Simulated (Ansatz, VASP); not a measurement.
Ir: VASP beside Ansatz

Contents of INCAR:

```
ALGO = Normal
EDIFF = 1E-6
ENCUT = 500
GGA = PS
GGA_COMPAT = False
ISIF = 2
ISMEAR = -1
LASPH = True
LCHARG = False
LREAL = False
LWAVE = False
NBANDS = 10
NELM = 120
PREC = Accurate
SIGMA = 0.05
```

KPOINTS

```
k-points
0
Gamma
  13 13 13
```

File POSCAR:

```
Ir
1.0
    0.0000000000      1.9314321229      1.9314321229
    1.9314321229      0.0000000000      1.9314321229
    1.9314321229      1.9314321229      0.0000000000
Ir
1
Direct
    0.0000000000      0.0000000000      0.0000000000
```

Input for Ansatz:

```yaml
crystal:
  lattice:
    - [0.0, 1.9314321229239002, 1.9314321229239002]
    - [1.9314321229239002, 0.0, 1.9314321229239002]
    - [1.9314321229239002, 1.9314321229239002, 0.0]
  atoms:
    - { symbol: Ir, position: [0.0, 0.0, 0.0] }
basis:
  ecutwfc: 500.0
kpoints:
  mp_grid:
    grid: [13, 13, 13]
hamiltonian:
  xc: pbesol
scf:
  occupations:
    method: fermi_dirac
    width: 0.05
output:
  stress: true
```

Alike in both runs: task single point; functional PBEsol; k mesh 13 × 13 × 13; occupations fermi-dirac, width 0.05 eV; no spin polarisation.

|  | VASP | Ansatz |
| --- | --- | --- |
| version | VASP 6.6.1 | Ansatz 0.2.0 |
| potentials or method | VASP PAW PBE potentials, release 64 (Ir), cutoff 500 eV | plane waves, PAW |
| valence electrons in the cell | 9 | 17 |

Ansatz gave:

- pressure (GPa): -9.0

**Question.** Estimate VASP's values.

**Answer.** Pressure (GPa): -8.1.

VASP's potentials were made for PBE, not for PBEsol. VASP's potentials hold 9 valence electrons a cell and Ansatz's 17, so a difference there can come from the potentials and not from the codes.

Neither program's run includes spin-orbit coupling.
